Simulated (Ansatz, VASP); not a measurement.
One calculation of C, two programs

The input INCAR:

```
  PREC = Accurate
  ENCUT = 520
  EDIFF = 1E-7
  ISMEAR = 0
  SIGMA = 0.02
  LREAL = False
  LASPH = True
  NELM = 100
  ALGO = Normal
  ISIF = 2
  LWAVE = False
  LCHARG = False
  GGA = PE
  IBRION = 2
  NSW = 60
  EDIFFG = -0.002
```

The input KPOINTS:

```
Automatic mesh
0
Gamma
  9 9 6
```

POSCAR

```
C
1.0
    2.5110554887      0.0000000000      0.0000000000
   -1.2555277443      2.1746378435      0.0000000000
    0.0000000000      0.0000000000      4.2430102239
C
4
Direct
    0.3333333333      0.6666666667     -0.0003907681
    0.6666666667      0.3333333333      0.4996092319
    0.3333333333      0.6666666667      0.3743907681
    0.6666666667      0.3333333333      0.8743907681
```

Input for Ansatz:

```yaml
crystal:
  lattice:
    - [2.5110554887, 0.0, 0.0]
    - [-1.2555277443, 2.1746378435, 0.0]
    - [0.0, 0.0, 4.2430102239]
  atoms:
    - { symbol: C, position: [0.3333333333, 0.6666666667, -0.0003907681] }
    - { symbol: C, position: [0.6666666667, 0.3333333333, 0.4996092319] }
    - { symbol: C, position: [0.3333333333, 0.6666666667, 0.3743907681] }
    - { symbol: C, position: [0.6666666667, 0.3333333333, 0.8743907681] }
basis:
  ecutwfc: 420
kpoints:
  mp_grid: { grid: [9, 9, 6] }
hamiltonian:
  xc: pbe
  pseudopotentials: { kind: paw, azcp: { folder: soft_1 } }
scf:
  occupations: { method: gaussian, width: 0.02 }
output:
  forces: true
  stress: true
  eigenvalues: true
relax:
  adjacent_minimum: "off"
  f_tol: 0.002
  max_steps: 40
```

Change from the starting cell: strained cell.

Alike in both runs: task relaxation of the atoms; functional PBE; k mesh 9 × 9 × 6; occupations gaussian, width 0.02 eV; no spin polarisation.

|  | VASP | Ansatz |
| --- | --- | --- |
| version | VASP 6.6.1 | Ansatz 0.2.0 |
| potentials or method | VASP PAW PBE potentials, release 64 (C), cutoff 520 eV | scalar-relativistic, plane waves, PAW |
| valence electrons in the cell | 16 | 16 |

```csv
,VASP,Ansatz,Ansatz less VASP
"gap on the k mesh at the Fermi level, each at its own relaxed structure (eV)",3.39,3.42,+0.024
```

Ansatz's warnings: stress scf threshold loose.
